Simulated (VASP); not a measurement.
# WC (Pm) in VASP: single point with PBEsol

Aim: the single point of WC with PBEsol.

Program: VASP 6.6.1. These are calculated values, not measurements. Logs are shortened: lines on timing, memory, paths and dates and some standing lists are left out, and cuts for length are marked.

## 1. The cell of the first run

It takes space group Pm (No. 6, monoclinic). The conventional cell has a = 2.901 Å, b = 2.829 Å, c = 2.901 Å, α = 90.00°, β = 120.00°, γ = 90.00°. Within 3.0 Å of W (site symmetry m) lie 6 C at 2.09 to 2.27 Å and 8 W at 2.83 to 2.90 Å. C (site symmetry m) has 6 W at 2.09 to 2.27 Å and 8 C at 2.83 to 2.90 Å within 3.0 Å.

## 2. Single point, PBEsol (atom 1 (W) moved by (-0.100, +0.100) A along x and y)

INCAR reads:

```
SYSTEM = WC
ALGO = Normal
EDIFF = 1E-7
ENCUT = 520
GGA = PS
ISIF = 2
ISMEAR = 0
LASPH = .TRUE.
LCHARG = .FALSE.
LREAL = .FALSE.
LWAVE = .FALSE.
NBANDS = 16
NELM = 100
PREC = Accurate
SIGMA = 0.15
```

KPOINTS reads:

```
k-points
0
G
  18 18 16
  0 0 0
```

POSCAR reads:

```
WC
1.0
    2.9005014360      0.0000000000      0.0000000000
   -1.4502507180      2.5119079273      0.0000000000
    0.0000000000      0.0000000000      2.8290000000
W C
1 1
Direct
   -0.0145716091      0.0398103764      0.0000000000
    0.6666666667      0.3333333333      0.5000000000
```

Potentials or basis: VASP PAW PBE potentials, release 64 (W_sv, C).

The run is started by

```
cat potpaw_PBE.64/W_sv/POTCAR potpaw_PBE.64/C/POTCAR > POTCAR
mpirun -np 1 vasp_std > vasp.out
```

OUTCAR:

```text
SYSTEM = WC
   EDIFF = 1E-7
   ENCUT = 520
   GGA = PS
   ISIF = 2
   ISMEAR = 0
   LASPH = .TRUE.
   LREAL = .FALSE.
   NELM = 100
   PREC = Accurate

 ion  position               nearest neighbor table
   1  0.985  0.040  0.000-   2 2.09   2 2.09   2 2.22   2 2.22   2 2.27   2 2.27
   2  0.667  0.333  0.500-   1 2.09   1 2.09   1 2.22   1 2.22   1 2.27   1 2.27

  LATTYP: Found a hexagonal cell.
 ALAT       =     2.9005014360
 C/A-ratio  =     0.9753485949

  Lattice vectors:

 A1 = (   2.9005014360,   0.0000000000,   0.0000000000)
 A2 = (  -1.4502507180,   2.5119079273,   0.0000000000)
 A3 = (   0.0000000000,   0.0000000000,   2.8290000000)

Analysis of symmetry for initial positions (statically):
=====================================================================
 Subroutine PRICEL returns:
 Original cell was already a primitive cell.

 Routine SETGRP: Setting up the symmetry group for a
 hexagonal supercell.

 Subroutine GETGRP returns: Found  2 space group operations
 (whereof  2 operations were pure point group operations)
 out of a pool of 24 trial point group operations.

The static configuration has the point symmetry C_1h.

Analysis of symmetry for dynamics (positions and initial velocities):
=====================================================================
 Subroutine PRICEL returns:
 Original cell was already a primitive cell.

 Routine SETGRP: Setting up the symmetry group for a
 hexagonal supercell.

 Subroutine GETGRP returns: Found  2 space group operations
 (whereof  2 operations were pure point group operations)
 out of a pool of 24 trial point group operations.

The dynamic configuration has the point symmetry C_1h.

 Subroutine INISYM returns: Found  2 space group operations
 (whereof  2 operations are pure point group operations),
 and found     1 'primitive' translations

----------------------------------------------------------------------------------------

                                     Primitive cell

  volume of cell :      20.6115

  direct lattice vectors                    reciprocal lattice vectors
     2.900501436  0.000000000  0.000000000     0.344767973  0.199051882  0.000000000
    -1.450250718  2.511907927  0.000000000     0.000000000  0.398103764  0.000000000
     0.000000000  0.000000000  2.829000000     0.000000000  0.000000000  0.353481796

  length of vectors
     2.900501436  2.900501436  2.829000000     0.398103764  0.398103764  0.353481796
[... 80 lines left out ...]
   NELM   =    100;   NELMIN=  2; NELMDL= -5     # of ELM steps
   EDIFF  = 0.1E-06   stopping-criterion for ELM
   LREAL  =      F    real-space projection
   EDIFFG = 0.1E-05   stopping-criterion for IOM
   NSW    =      0    number of steps for IOM
   IBRION =     -1    ionic relax: 0-MD 1-quasi-New 2-CG
   NFREE  =      0    steps in history (QN), initial steepest desc. (CG)
   ISIF   =      2    stress and relaxation
   ISYM   =      2    0-nonsym 1-usesym 2-fastsym
   POTIM  = 0.5000    time-step for ionic-motion
   TEBEG  =    0.0;   TEEND  =   0.0 temperature during run
   PSTRESS=    0.0 pullay stress
   NELECT =      18.0000    total number of electrons
   NUPDOWN=      -1.0000    fix difference up-down
   EMIN   =  10.00;   EMAX   =-10.00  energy-range for DOS
   EFERMI =   0.00;   METHOD = LEGACY
   ISMEAR =     0;   SIGMA  =   0.15  broadening in eV -4-tet -1-fermi 0-gaus
   EFERMI_NEDOS =   21; number of points for ismear=-14 and -15
   IALGO  =     38    algorithm
   IMIX   =      4    mixing-type and parameters
     AMIX     =   0.40;   BMIX     =  1.00
     AMIX_MAG =   1.60;   BMIX_MAG =  1.00
  volume/ion in A,a.u.               =      10.31        69.55
  Fermi-wavevector in a.u.,A,eV,Ry     =   1.564813  2.957068 33.315762  2.448639
  Thomas-Fermi vector in A             =   2.667381
   LORBIT       =      0    0 simple, 1 ext, 2 COOP (PROOUT), +10 PAW based schemes
   GGA     = PS    functional components
   LHFCALC =     F    Hartree Fock is set to
   AEXX    =    0.0000 exact exchange contribution
   IVDW    =     0    specifies the selected vdW correction
   LEPSILON=     F    determine dielectric tensor
   LRPA    =     F    only Hartree local field effects (RPA)
 non-spin polarized calculation
 Gauss-broadening in eV      SIGMA  =   0.15
  energy-cutoff  :      520.00
  volume of cell :       20.61
 maximum number of plane-waves:       580
 NGX is ok and might be reduce to    24
   NGX = 11   NGY = 11   NGZ = 11

 number of electron      18.0000001 magnetization

 Free energy of the ion-electron system (eV)
  ---------------------------------------------------
  ext. energy  EPLUGINS =         0.00000000
  ---------------------------------------------------
  free energy    TOTEN  =       -23.73514301 eV

  energy without entropy =      -23.73210352  energy(sigma->0) =      -23.73362326

 E-fermi :  11.0803     XC(G=0): -13.9596

 val. band max:       11.0765905153   @ k =  -0.1667   0.1111   0.4375
 cond. band min:      11.0811582548   @ k =   0.4444   0.3333   0.0000
 fundamental gap:      0.0045677394
 Fermi energy:        11.0802748951

 k-point     1 :       0.0000    0.0000    0.0000
  band No.  band energies     occupation
      1     -62.8734      2.00000
      2     -26.8759      2.00000
      3     -26.7651      2.00000
      4     -26.7547      2.00000
      5      -3.4555      2.00000
      6       6.5249      2.00000
[... 433 lines left out ...]
      3     -26.9478      2.00000
      4     -26.7672      2.00000
      5      -0.4454      2.00000
      6       4.3216      2.00000
[... 8 lines left out ...]
     15      24.0955      0.00000
     16      28.2538      0.00000

 [... further k-points ...]

------------------------ aborting loop because EDIFF is reached ----------------------------------------

  FORCE on cell =-STRESS in cart. coord.  units (eV):
  Direction    XX          YY          ZZ          XY          YZ          ZX
  --------------------------------------------------------------------------------------
  -------------------------------------------------------------------------------------
  Total        0.9030301     -0.1923870      0.7807705     -0.5636505      0.0000000      0.0000000
  in kB       70.1944943    -14.9546609     60.6909889    -43.8137797      0.0000000      0.0000000
  external PRESSURE =      38.6436074 kB  Pullay stress =       0.0000000 kB

 VOLUME and BASIS-vectors are now :
 -----------------------------------------------------------------------------
  energy-cutoff  :      520.00
  volume of cell :       20.61
      direct lattice vectors                 reciprocal lattice vectors
     2.900501436  0.000000000  0.000000000     0.344767973  0.199051882  0.000000000
    -1.450250718  2.511907927  0.000000000     0.000000000  0.398103764  0.000000000
     0.000000000  0.000000000  2.829000000     0.000000000  0.000000000  0.353481796

 POSITION                                       TOTAL-FORCE (eV/Angst)
 -----------------------------------------------------------------------------------
      2.80050      0.10000      0.00000         1.803947     -1.580957      0.000000
      1.45025      0.83730      1.41450        -1.803947      1.580957      0.000000
 -----------------------------------------------------------------------------------
    total drift:                               -0.000013      0.000015     -0.000000

  FREE ENERGIE OF THE ION-ELECTRON SYSTEM (eV)
  ---------------------------------------------------
  free  energy   TOTEN  =       -23.7351430099 eV

  energy  without entropy=      -23.7321035174  energy(sigma->0) =      -23.73362326
```

OSZICAR:

```text
N       E                     dE             d eps       ncg     rms          rms(c)
DAV:   1     0.109039132694E+03    0.10904E+03   -0.94220E+03 47336   0.125E+03
DAV:   2    -0.234419101707E+02   -0.13248E+03   -0.12799E+03 55568   0.342E+02
DAV:   3    -0.266371445918E+02   -0.31952E+01   -0.31835E+01 53400   0.504E+01
DAV:   4    -0.266537525253E+02   -0.16608E-01   -0.16607E-01 60112   0.407E+00
DAV:   5    -0.266538761510E+02   -0.12363E-03   -0.12362E-03 53272   0.330E-01    0.339E+01
DAV:   6    -0.238388808715E+02    0.28150E+01   -0.54266E+00 58624   0.251E+01    0.948E+00
DAV:   7    -0.237692999008E+02    0.69581E-01   -0.39029E-01 49296   0.485E+00    0.652E+00
DAV:   8    -0.237360570690E+02    0.33243E-01   -0.62721E-02 55056   0.207E+00    0.860E-01
DAV:   9    -0.237352941730E+02    0.76290E-03   -0.23936E-03 51712   0.390E-01    0.117E-01
DAV:  10    -0.237351428071E+02    0.15137E-03   -0.26696E-04 60280   0.195E-01    0.377E-02
DAV:  11    -0.237351434880E+02   -0.68091E-06   -0.10718E-05 52208   0.322E-02    0.735E-03
DAV:  12    -0.237351430460E+02    0.44199E-06   -0.16646E-06 53336   0.107E-02    0.998E-04
DAV:  13    -0.237351430099E+02    0.36060E-07   -0.71593E-08 34360   0.227E-03
   1 F= -.23735143E+02 E0= -.23733623E+02  d E =-.303949E-02
```

stdout:

```text
POSCAR found type information on POSCAR W C
 POSCAR found :  2 types and       2 ions
 scaLAPACK will be used
 -----------------------------------------------------------------------------
|                                                                             |
|                                                                             |
|     You enforced a specific xc type in the INCAR file but a different       |
|     I HOPE YOU KNOW WHAT YOU ARE DOING!                                     |
|                                                                             |
 -----------------------------------------------------------------------------

 LDA part: xc-table for (Slater+PW92), standard interpolation
 POSCAR, INCAR and KPOINTS ok, starting setup
 FFT: planning ... GRIDC
 FFT: planning ... GRID_SOFT
 FFT: planning ... GRID
 WAVECAR not read
 entering main loop
```

Run time: 5.9 min. Hardware: 1 thread of Intel Xeon Platinum 8259CL at 2.50GHz (Skylake/Cascade Lake), shared host; peak memory 0.56 GiB.

What came out:

| Item | Value |
| --- | --- |
| Free energy | -23.7351 eV |
| Pressure | 3.9 GPa |
| Largest force | 2.399 eV/Å |
| Band gap on the k mesh | zero (bands 9 and 10 overlap by 1.33 eV) |

Forces in eV/Å, atoms in the order of the input:
```
W    1.804 -1.581  0.000
C   -1.804  1.581  0.000
```

Caveat: the cell differs from its parent crystal (atom 1 (W) moved by (-0.100, +0.100) A along x and y); the stress differs along the axes, from -1 to 7 GPa; the PAW data sets were made with another functional, which shifts forces and pressure a little; spin-orbit coupling is left out, which moves the levels of the heavy elements.
